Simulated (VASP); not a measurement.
A run of VASP 6.6.1 is set up as follows.

INCAR

```
SYSTEM = CdS
  PREC = Accurate
  ENCUT = 600
  EDIFF = 1E-6
  ISMEAR = 0
  SIGMA = 0.01
  LREAL = .False.
  LASPH = .True.
  NELM = 100
  ALGO = Normal
  ISIF = 3
  LWAVE = .False.
  LCHARG = .False.
  GGA = PE
  IBRION = 2
  NSW = 100
  EDIFFG = -0.01
```

The input KPOINTS:

```
regular mesh
0
Gamma
  12 12 12
  0 0 0
```

Contents of POSCAR:

```
CdS
1.0
    0.0000000000      2.7523967129      2.7523967129
    2.7523967129      0.0000000000      2.7523967129
    2.7523967129      2.7523967129      0.0000000000
Cd S
1 1
Direct
    0.0000000000      0.0000000000      0.0000000000
    0.5000000000      0.5000000000      0.5000000000
```

Potentials or basis: VASP PAW PBE potentials, release 64 (Cd, S).

Run with:

```bash
$ cat potpaw_PBE.64/Cd/POTCAR potpaw_PBE.64/S/POTCAR > POTCAR
$ mpirun -np 1 vasp_std > vasp.out
```

Problem. Predict the band gap on the k mesh.

Solution. 0.25 eV, indirect (least direct gap 1.54 eV).

Final structure:
```yaml
crystal:
  lattice:
    - [0.00000, 2.75240, 2.75240]
    - [2.75240, 0.00000, 2.75240]
    - [2.75240, 2.75240, 0.00000]
  atoms:
    - { symbol: Cd, position: [0.00000, 0.00000, 0.00000] }
    - { symbol: S, position: [0.50000, 0.50000, 0.50000] }
```

Caveat: the relaxation stopped at its first step, so nothing moved. A k mesh can miss the band edges.
